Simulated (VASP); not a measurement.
Wanted: the native input for a VASP 6.6.1 run.

| Quantity | Value |
| --- | --- |
| Task | single point |
| Functional | PBE |
| Potentials or basis | VASP PAW PBE potentials, release 64 (Ti_sv, O) |
| Cutoff | 520 eV |
| k mesh | 6 × 6 × 8 |
| Occupations | fermi-dirac, width 0.02 eV |
| Spin | no spin polarisation |
| Dipole correction | no |
| Further INCAR settings | ALGO = Normal; EDIFF = 1e-07; NBANDS = 33 |

The structure of TiO2 lies in POSCAR:

```
TiO2
1.0
    4.4129793542      0.0000000000      0.0000000000
    0.0000000000      4.4129793542      0.0000000000
    0.0000000000      0.0000000000      3.0440756372
Ti O
2 4
Direct
    0.0000000000      0.0000000000      0.0000000000
    0.5000000000      0.5000000000      0.5000000000
    0.3042568738      0.3042568738      0.0000000000
    0.1957431262      0.8042568738      0.5000000000
    0.8042568738      0.1957431262      0.5000000000
    0.6957431262      0.6957431262      0.0000000000
```

This cell differs from its parent crystal: epitaxial xy strain -4.0%.

One way to write it, as run:

INCAR

```
PREC = Accurate ; ENCUT = 520
EDIFF = 1E-7 ; ISMEAR = -1
SIGMA = 0.02 ; LREAL = False
LASPH = True ; NELM = 100
ALGO = Normal ; ISIF = 2
LWAVE = False ; LCHARG = False
GGA = PE ; NBANDS = 33
```

KPOINTS

```
Automatic mesh
0
Gamma
  6 6 8
```

Potentials or basis: VASP PAW PBE potentials, release 64 (Ti_sv, O).

The run is started by

```bash
$ cat potpaw_PBE.64/Ti_sv/POTCAR potpaw_PBE.64/O/POTCAR > POTCAR
$ mpirun -np 1 vasp_std > vasp.out
```

Results of the run:

```yaml
Pressure: 17.5 GPa
Largest_force: 0.026 eV/Å
Band_gap_on_the_k_mesh: 1.93 eV, direct
```

Caveat: the cell differs from its parent crystal (epitaxial xy strain -4.0%).

It took 76 s on 1 thread of AMD EPYC 7R13 Processor (Zen 3) (shared host), peak memory 0.19 GiB.
